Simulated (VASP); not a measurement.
# Si4Sn (P6/mmm) in VASP: a series of runs

Runs on Si4Sn. Level: PBE. Tasks: relaxation of cell and atoms.

Program: VASP 6.6.1. These are calculated values, not measurements. Logs are shortened: lines on timing, memory, paths and dates and some standing lists are left out, and cuts for length are marked.

## 1. The cell of the first run

Symmetry: P6/mmm, No. 191, hexagonal system. The conventional cell has a = 4.505 Å, b = 4.505 Å, c = 5.788 Å, α = 90.00°, β = 90.00°, γ = 120.00°. Within 2.5 Å of Si (site symmetry 6mm) lie 1 Sn at 1.90 Å and 1 Si at 1.99 Å. Si (site symmetry -6m2) has 9 Si at 2.60 to 2.78 Å within 3.4 Å. Within 2.5 Å of Sn (site symmetry 6/mmm) lie 2 Si at 1.90 Å.

The cell was built from a structure type or drawn by symmetry, and may not be a known phase.

## 2. Relaxation of cell and atoms, PBE

Contents of INCAR:

```
  ALGO = Normal
  EDIFF = 1E-6
  EDIFFG = -0.04
  ENCUT = 600
  GGA = PE
  IBRION = 2
  ISIF = 3
  ISMEAR = 0
  LASPH = True
  LCHARG = False
  LREAL = False
  LWAVE = False
  NELM = 60
  NSW = 90
  PREC = Accurate
  SIGMA = 0.1
```

Contents of KPOINTS:

```
k-points
0
Gamma
  6 6 4
```

Contents of POSCAR:

```
Si4Sn
1.0
    4.5049763800      0.0000000000      0.0000000000
   -2.2524881900      3.9014239900      0.0000000000
    0.0000000000      0.0000000000      5.7876477400
Si Sn
4 1
Direct
    0.0000000000      0.0000000000      0.3280672300
    0.0000000000      0.0000000000      0.6719327700
    0.3333333300      0.6666666700      0.5000000000
    0.6666666700      0.3333333300      0.5000000000
    0.0000000000      0.0000000000      0.0000000000
```

Potentials or basis: VASP PAW PBE potentials, release 64 (Si, Sn_d).

Command:

```
$ cat potpaw_PBE.64/Si/POTCAR potpaw_PBE.64/Sn_d/POTCAR > POTCAR
$ mpirun -np 1 vasp_std > vasp.out
```

OUTCAR:

```text
EDIFF = 1E-6
   EDIFFG = -0.04
   ENCUT = 600
   GGA = PE
   IBRION = 2
   ISIF = 3
   ISMEAR = 0
   LASPH = True
   LREAL = False
   NELM = 60
   NSW = 90
   PREC = Accurate

 ion  position               nearest neighbor table
   1  0.000  0.000  0.328-   5 1.90   2 1.99   4 2.78   3 2.78   4 2.78   3 2.78   4 2.78   3 2.78

   2  0.000  0.000  0.672-   5 1.90   1 1.99   4 2.78   3 2.78   4 2.78   3 2.78   4 2.78   3 2.78

   3  0.333  0.667  0.500-   4 2.60   4 2.60   4 2.60   1 2.78   2 2.78   2 2.78   1 2.78   2 2.78
                             1 2.78
   4  0.667  0.333  0.500-   3 2.60   3 2.60   3 2.60   1 2.78   2 2.78   1 2.78   2 2.78   1 2.78
                             2 2.78
   5  0.000  0.000  0.000-   1 1.90   2 1.90

  LATTYP: Found a hexagonal cell.
 ALAT       =     4.5049763800
 C/A-ratio  =     1.2847232154

  Lattice vectors:

 A1 = (   4.5049763800,   0.0000000000,   0.0000000000)
 A2 = (  -2.2524881900,   3.9014239900,   0.0000000000)
 A3 = (   0.0000000000,   0.0000000000,   5.7876477400)

Analysis of symmetry for initial positions (statically):
=====================================================================
 Subroutine PRICEL returns:
 Original cell was already a primitive cell.

 Routine SETGRP: Setting up the symmetry group for a
 hexagonal supercell.

 Subroutine GETGRP returns: Found 24 space group operations
 (whereof 24 operations were pure point group operations)
 out of a pool of 24 trial point group operations.

The static configuration has the point symmetry D_6h.

Analysis of symmetry for dynamics (positions and initial velocities):
=====================================================================
 Subroutine PRICEL returns:
 Original cell was already a primitive cell.

 Routine SETGRP: Setting up the symmetry group for a
 hexagonal supercell.

 Subroutine GETGRP returns: Found 24 space group operations
 (whereof 24 operations were pure point group operations)
 out of a pool of 24 trial point group operations.

The dynamic configuration has the point symmetry D_6h.

 Subroutine INISYM returns: Found 24 space group operations
 (whereof 24 operations are pure point group operations),
 and found     1 'primitive' translations

----------------------------------------------------------------------------------------

                                     Primitive cell

  volume of cell :     101.7227

  direct lattice vectors                    reciprocal lattice vectors
     4.504976380  0.000000000  0.000000000     0.221976747  0.128158334  0.000000000
    -2.252488190  3.901423990  0.000000000     0.000000000  0.256316669  0.000000000
[... 107 lines left out ...]
     AMIX_MAG =   1.60;   BMIX_MAG =  1.00
  volume/ion in A,a.u.               =      20.34       137.29
  Fermi-wavevector in a.u.,A,eV,Ry     =   1.089706  2.059246 16.156362  1.187459
  Thomas-Fermi vector in A             =   2.225915
   LORBIT       =      0    0 simple, 1 ext, 2 COOP (PROOUT), +10 PAW based schemes
   GGA     = PE    functional components
   LHFCALC =     F    Hartree Fock is set to
   AEXX    =    0.0000 exact exchange contribution
   IVDW    =     0    specifies the selected vdW correction
   LEPSILON=     F    determine dielectric tensor
   LRPA    =     F    only Hartree local field effects (RPA)
 conjugate gradient relaxation of ions
 non-spin polarized calculation
 Gauss-broadening in eV      SIGMA  =   0.10
  energy-cutoff  :      600.00
  volume of cell :      101.72
 maximum number of plane-waves:      3423
 NGX is ok and might be reduce to    36
   NGX = 17   NGY = 17   NGZ = 23

--------------------------------------- Ionic step        1  -------------------------------------------

 number of electron      30.0000005 magnetization

 Free energy of the ion-electron system (eV)
  ---------------------------------------------------
  ext. energy  EPLUGINS =         0.00000000
  ---------------------------------------------------
  free energy    TOTEN  =       -13.33721286 eV

  energy without entropy =      -13.31925987  energy(sigma->0) =      -13.32823637

------------------------ aborting loop because EDIFF is reached ----------------------------------------

  FORCE on cell =-STRESS in cart. coord.  units (eV):
  Direction    XX          YY          ZZ          XY          YZ          ZX
  --------------------------------------------------------------------------------------
  -------------------------------------------------------------------------------------
  Total       -1.1193894     -1.1193894     74.8735916      0.0000000     -0.0000000      0.0000000
  in kB      -17.6308810    -17.6308810   1179.2923730      0.0000000     -0.0000000      0.0000000
  external PRESSURE =     381.3435370 kB  Pullay stress =       0.0000000 kB
[... 98 lines left out ...]
  FREE ENERGIE OF THE ION-ELECTRON SYSTEM (eV)
  ---------------------------------------------------
  free  energy   TOTEN  =       -16.9325394287 eV

  energy  without entropy=      -16.9232263026  energy(sigma->0) =      -16.92788287

 E-fermi :   4.2571     XC(G=0):  -8.3636

 val. band max:        4.2414116576   @ k =   0.5000  -0.0000   0.0000
 cond. band min:       4.2956655911   @ k =   0.3333   0.1667   0.0000
 fundamental gap:      0.0542539335
 Fermi energy:         4.2570594213

 k-point     1 :       0.0000    0.0000    0.0000
  band No.  band energies     occupation
      1     -17.6371      2.00000
      2     -17.6173      2.00000
      3     -17.6173      2.00000
      4     -17.5887      2.00000
      5     -17.5887      2.00000
      6      -9.7446      2.00000
[... 439 lines left out ...]
      6      -6.3584      2.00000
[... 11 lines left out ...]
     18       5.3469      0.00000
     19       6.3823      0.00000

[... ionic steps 4 to 16 ...]

--------------------------------------- Ionic step       17  -------------------------------------------

 number of electron      29.9999982 magnetization

------------------------ aborting loop because EDIFF is reached ----------------------------------------
[... 73 lines left out ...]
--------------------------------------- Ionic step       19  -------------------------------------------

 number of electron      29.9999983 magnetization

 Free energy of the ion-electron system (eV)
  ---------------------------------------------------
  ext. energy  EPLUGINS =         0.00000000
  ---------------------------------------------------
  free energy    TOTEN  =       -22.20309712 eV

  energy without entropy =      -22.19498228  energy(sigma->0) =      -22.19903970

 E-fermi :   5.8143     XC(G=0):  -9.2545

 val. band max:        5.8133270516   @ k =   0.3333   0.0000   0.5000
 cond. band min:       5.9039969966   @ k =   0.1667   0.1667   0.2500
 fundamental gap:      0.0906699451
 Fermi energy:         5.8143031922

 k-point     1 :       0.0000    0.0000    0.0000
  band No.  band energies     occupation
      1     -15.6463      2.00000
      2     -15.6463      2.00000
      3     -15.6206      2.00000
      4     -15.5920      2.00000
      5     -15.5920      2.00000
      6      -8.1673      2.00000
[... 483 lines left out ...]
  FREE ENERGIE OF THE ION-ELECTRON SYSTEM (eV)
  ---------------------------------------------------
  free  energy   TOTEN  =       -22.2030971162 eV

  energy  without entropy=      -22.1949822829  energy(sigma->0) =      -22.19903970

 reached required accuracy - stopping structural energy minimisation
```

OSZICAR:

```text
N       E                     dE             d eps       ncg     rms          rms(c)
DAV:   1     0.223856398940E+03    0.22386E+03   -0.14646E+04   798   0.181E+03
DAV:   2     0.111041144231E+02   -0.21275E+03   -0.20530E+03   846   0.417E+02
DAV:   3    -0.136131377945E+02   -0.24717E+02   -0.23385E+02  1005   0.123E+02
DAV:   4    -0.147385474503E+02   -0.11254E+01   -0.11013E+01   987   0.246E+01
[... 218 lines left out ...]
DAV:   2    -0.222034424277E+02    0.13537E-02   -0.28863E-03   936   0.456E-01    0.954E-02
DAV:   3    -0.222031085745E+02    0.33385E-03   -0.14661E-03   956   0.309E-01    0.305E-02
DAV:   4    -0.222030991270E+02    0.94475E-05   -0.16871E-04   865   0.868E-02    0.149E-02
DAV:   5    -0.222030967778E+02    0.23492E-05   -0.15894E-05   950   0.286E-02    0.406E-03
DAV:   6    -0.222030971162E+02   -0.33837E-06   -0.25186E-06   703   0.150E-02
  19 F= -.22203097E+02 E0= -.22199040E+02  d E =-.591462E-03
```

Run time: 14 min. Hardware: 1 thread of Intel Xeon 8259CL, shared host; peak memory 0.28 GiB.

What came out:

| Item | Value |
| --- | --- |
| Free energy | -22.2031 eV |
| Relaxed volume | 23.17 Å³/atom |
| Relaxed cell | a = 4.022 Å, b = 4.022 Å, c = 8.272 Å, α = 90.00°, β = 90.00°, γ = 120.00° |
| Space group after relaxing (to 0.1 Å) | P6/mmm (No. 191) |
| Pressure after relaxing | 0.0 GPa |
| Largest force after relaxing | 0.008 eV/Å |
| Band gap on the k mesh | zero (bands 15 and 16 overlap by 1.15 eV) |

Forces in eV/Å, atoms in the order of the input:
```
Si   0.000  0.000 -0.008
Si   0.000  0.000  0.008
Si   0.000  0.000  0.000
Si   0.000  0.000  0.000
Sn   0.000  0.000  0.000
```

Final structure:
```xyz
5
Lattice="4.0218 0.0000 0.0000 -2.0109 3.4829 0.0000 0.0000 0.0000 8.2717" Properties=species:S:1:pos:R:3 pbc="T T T"
Si    0.0000    0.0000    2.7997
Si    0.0000    0.0000    5.4720
Si    0.0000    2.3220    4.1358
Si    2.0109    1.1610    4.1358
Sn    0.0000    0.0000    0.0000
```

Caveat: a cell axis changed by over 15 % at a fixed basis, so the end point is rough; spin-orbit coupling is left out, which moves the levels of the heavy elements.

## 3. Relaxation of cell and atoms, PBE

This run uses another cell than the first one, of 23.28 Å³/atom.

Contents of INCAR:

```
SYSTEM = Si4Sn
PREC = Accurate
ENCUT = 600
EDIFF = 1E-6
ISMEAR = 0
SIGMA = 0.1
LREAL = .FALSE.
LASPH = .TRUE.
NELM = 80
ALGO = Normal
ISIF = 3
LWAVE = .FALSE.
LCHARG = .FALSE.
GGA = PE
IBRION = 2
NSW = 100
EDIFFG = -0.01
```

Contents of KPOINTS:

```
Automatic mesh
0
G
  12 12 6
  0 0 0
```

Contents of POSCAR:

```
Si4Sn
1.0
    4.0227311449      0.0000000000      0.0000000000
   -2.0113655725      3.4837873641      0.0000000000
    0.0000000000      0.0000000000      8.3041899135
Si Sn
4 1
Direct
    0.0000000000      0.0000000000      0.3389707954
    0.0000000000      0.0000000000      0.6610292046
    0.3333333333      0.6666666667      0.5000000000
    0.6666666667      0.3333333333      0.5000000000
    0.0000000000      0.0000000000      0.0000000000
```

Potentials or basis: VASP PAW PBE potentials, release 64 (Si, Sn_d).

Command:

```
$ cat potpaw_PBE.64/Si/POTCAR potpaw_PBE.64/Sn_d/POTCAR > POTCAR
$ mpirun -np 1 vasp_std > vasp.out
```

OUTCAR:

```text
SYSTEM = Si4Sn
   PREC = Accurate
   ENCUT = 600
   EDIFF = 1E-6
   ISMEAR = 0
   LREAL = .FALSE.
   LASPH = .TRUE.
   NELM = 80
   ISIF = 3
   GGA = PE
   IBRION = 2
   NSW = 100
   EDIFFG = -0.01

 ion  position               nearest neighbor table
   1  0.000  0.000  0.339-   2 2.67   3 2.68   4 2.68   4 2.68   3 2.68   4 2.68   3 2.68   5 2.81

   2  0.000  0.000  0.661-   1 2.67   3 2.68   4 2.68   4 2.68   3 2.68   4 2.68   3 2.68   5 2.81

   3  0.333  0.667  0.500-   4 2.32   4 2.32   4 2.32   1 2.68   2 2.68   2 2.68   1 2.68   2 2.68
                             1 2.68
   4  0.667  0.333  0.500-   3 2.32   3 2.32   3 2.32   1 2.68   2 2.68   1 2.68   2 2.68   1 2.68
                             2 2.68
   5  0.000  0.000  0.000-   1 2.81   2 2.81

  LATTYP: Found a hexagonal cell.
 ALAT       =     4.0227311449
 C/A-ratio  =     2.0643164095

  Lattice vectors:

 A1 = (   4.0227311449,   0.0000000000,   0.0000000000)
 A2 = (  -2.0113655725,   3.4837873641,   0.0000000000)
 A3 = (   0.0000000000,   0.0000000000,   8.3041899135)

Analysis of symmetry for initial positions (statically):
=====================================================================
[... 188 lines left out ...]
  in kB        4.2322211      4.2322211     -9.2562880     -0.0000000      0.0000000      0.0000000
  external PRESSURE =      -0.2639486 kB  Pullay stress =       0.0000000 kB
[... 98 lines left out ...]
  FREE ENERGIE OF THE ION-ELECTRON SYSTEM (eV)
  ---------------------------------------------------
  free  energy   TOTEN  =       -22.0179641368 eV

  energy  without entropy=      -22.0006690386  energy(sigma->0) =      -22.00931659

[... ionic steps 4 to 8 ...]

--------------------------------------- Ionic step        9  -------------------------------------------

 number of electron      29.9999998 magnetization

------------------------ aborting loop because EDIFF is reached ----------------------------------------
[... 73 lines left out ...]
--------------------------------------- Ionic step       11  -------------------------------------------

 number of electron      29.9999999 magnetization

 Free energy of the ion-electron system (eV)
  ---------------------------------------------------
  ext. energy  EPLUGINS =         0.00000000
  ---------------------------------------------------
  free energy    TOTEN  =       -22.01832888 eV

  energy without entropy =      -22.00126165  energy(sigma->0) =      -22.00979526

 E-fermi :   5.7976     XC(G=0):  -9.2651

 val. band max:        5.7974721935   @ k =   0.2500   0.2500   0.0000
 cond. band min:       5.7993878563   @ k =   0.2500   0.2500   0.5000
 fundamental gap:      0.0019156628
 Fermi energy:         5.7976126966

 k-point     1 :       0.0000    0.0000    0.0000
  band No.  band energies     occupation
      1     -15.6486      2.00000
      2     -15.6486      2.00000
      3     -15.6349      2.00000
      4     -15.5990      2.00000
      5     -15.5990      2.00000
      6      -8.1115      2.00000
[... 505 lines left out ...]
      6      -6.8150      2.00000
[... 11 lines left out ...]
     18       7.6901      0.00000
     19       8.2662      0.00000

 [... further k-points ...]
[... 5 lines left out ...]
  --------------------------------------------------------------------------------------
  -------------------------------------------------------------------------------------
  Total        0.0182458      0.0182458      0.0051287     -0.0000000      0.0000000     -0.0000000
  in kB        0.2525591      0.2525591      0.0709913     -0.0000000      0.0000000     -0.0000000
  external PRESSURE =       0.1920365 kB  Pullay stress =       0.0000000 kB
[... 20 lines left out ...]
  FREE ENERGIE OF THE ION-ELECTRON SYSTEM (eV)
  ---------------------------------------------------
  free  energy   TOTEN  =       -22.0183288788 eV

  energy  without entropy=      -22.0012616467  energy(sigma->0) =      -22.00979526

 reached required accuracy - stopping structural energy minimisation
```

OSZICAR:

```text
N       E                     dE             d eps       ncg     rms          rms(c)
DAV:   1     0.198017069569E+03    0.19802E+03   -0.14174E+04  2899   0.175E+03
DAV:   2    -0.686653553542E+00   -0.19870E+03   -0.19229E+03  3071   0.384E+02
[... 74 lines left out ...]
  10 F= -.22018299E+02 E0= -.22009783E+02  d E =-.243389E-04
       N       E                     dE             d eps       ncg     rms          rms(c)
DAV:   1    -0.220184703727E+02   -0.17088E-03   -0.47466E-03  3078   0.599E-01    0.589E-02
DAV:   2    -0.220183625371E+02    0.10784E-03   -0.27409E-04  3688   0.165E-01    0.318E-02
DAV:   3    -0.220183310116E+02    0.31525E-04   -0.78412E-05  3625   0.751E-02    0.111E-02
DAV:   4    -0.220183287596E+02    0.22520E-05   -0.72122E-06  3552   0.215E-02    0.487E-03
DAV:   5    -0.220183288788E+02   -0.11923E-06   -0.11575E-06  1620   0.900E-03
  11 F= -.22018329E+02 E0= -.22009795E+02  d E =-.539881E-04
```

It took 17 min on 1 thread of Intel Xeon 8259CL, shared host; peak memory 0.4 GiB.

Results:

- Free energy: -22.0183 eV
- Relaxed volume: 23.15 Å³/atom
- Relaxed cell: a = 4.039 Å, b = 4.039 Å, c = 8.194 Å, α = 90.00°, β = 90.00°, γ = 120.00°
- Space group after relaxing (to 0.1 Å): P6/mmm (No. 191)
- Energy gained by relaxing: 1.4 meV/atom
- Ionic steps: 11
- Pressure after relaxing: 0.0 GPa
- Largest force after relaxing: 0.005 eV/Å
- Band gap on the k mesh: zero (bands 15 and 16 overlap by 1.05 eV)

Forces in eV/Å, atoms in the order of the input:
```
Si   0.000  0.000 -0.005
Si   0.000  0.000  0.005
Si   0.000  0.000  0.000
Si   0.000  0.000  0.000
Sn   0.000  0.000  0.000
```

Step by step:
```tsv
step	energy change (eV)	largest force (eV/Å)	pressure (GPa)	volume (Å³)
1	0.0000	0.0916	-0.03	116.38
2	-0.0053	0.0427	-0.11	116.31
3	-0.0068	0.0110	-0.17	116.26
4	-0.0069	0.0000	-0.17	116.24
5	-0.0071	0.0165	0.05	115.75
6	-0.0071	0.0129	0.00	115.85
7	-0.0071	0.0133	-0.01	115.85
8	-0.0071	0.0148	0.03	115.80
9	-0.0071	0.0136	0.00	115.83
10	-0.0071	0.0111	0.02	115.81
11	-0.0072	0.0053	0.02	115.75
```

Final structure:
```xyz
5
Lattice="4.0387 0.0000 0.0000 -2.0194 3.4976 0.0000 0.0000 0.0000 8.1940" Properties=species:S:1:pos:R:3 pbc="T T T"
Si    4.0387    0.0000    2.7662
Si   -2.0194    3.4976    5.4278
Si    0.0000    2.3318    4.0970
Si    2.0194    1.1659    4.0970
Sn    0.0000    0.0000    0.0000
```

Caveat: spin-orbit coupling is left out, which moves the levels of the heavy elements.
